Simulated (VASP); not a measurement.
NbRu3C: single point with PBE

NbRu3C:

```
Nb Ru C
1.0
     4.14221    0.00000    0.00000
    -2.07110    3.58726    0.00000
     0.00000    0.00000    4.84050
Nb Ru C
1 3 1
Cartesian
  2.0711 1.1958 2.4202
  -0.9656 2.9490 2.4202
  0.0000 1.2766 2.4202
  0.9656 2.9490 2.4202
  0.0000 2.3915 0.0000
```

The cell was built from a structure type or drawn by symmetry, and may not be a known phase.

```json
{
  "Program": "VASP 6.6.1",
  "Task": "single point",
  "Functional": "PBE",
  "Potentials or basis": "VASP PAW PBE potentials, release 64 (Nb_sv, Ru_pv, C)",
  "Cutoff": "520 eV",
  "k mesh": "6 × 6 × 4",
  "Occupations": "gaussian, width 0.1 eV",
  "Spin": "no spin polarisation"
}
```

* Pressure: 212.6 GPa
* Largest force: 20.385 eV/Å
* Band gap on the k mesh: zero (an odd number of electrons rules out a gap without spin polarisation)

Forces in eV/Å, atoms in the order of the input:
```
Nb    0.000   0.000   0.000
Ru  -17.654  10.193   0.000
Ru    0.000 -20.385   0.000
Ru   17.654  10.193   0.000
C     0.000   0.000   0.000
```

Stress tensor (GPa, compression positive):
```
328.71   0.00   0.00
  0.00 328.71   0.00
  0.00   0.00 -19.53
```

Levels at points of the mesh, in eV from the Fermi level:
| k point | band 25 | band 26 | band 27 | band 28 | band 29 | band 30 | band 31 | band 32 | band 33 | band 34 |
| --- | --- | --- | --- | --- | --- | --- | --- | --- | --- | --- |
| (0.00, 0.00, 0.00) | -2.19 | -1.91 | -1.91 | 0.31 | 1.29 | 1.29 | 1.61 | 1.90 | 1.90 | 5.13 |
| (0.50, 0.00, 0.00) | -2.93 | -2.80 | -1.56 | -1.55 | -1.50 | -0.17 | 0.31 | 0.41 | 1.07 | 1.45 |
| (0.00, 0.00, 0.50) | -0.51 | -0.51 | 0.05 | 0.05 | 0.31 | 1.28 | 1.28 | 1.38 | 2.17 | 3.11 |
| (0.50, 0.00, 0.50) | -3.23 | -2.42 | -1.52 | -1.23 | -0.75 | -0.60 | -0.03 | 0.08 | 0.45 | 0.99 |

It took 27 s on 1 thread of Intel(R) Xeon(R) 6975P-C (Granite Rapids) (shared host), peak memory 0.21 GiB.

Caveat: atoms lie so close that the PAW spheres overlap strongly, which falsifies energies and pressures; the cell stands under pressure; forces of over 1 eV/Å act on the atoms, so gaps and moduli don't describe the material at rest.
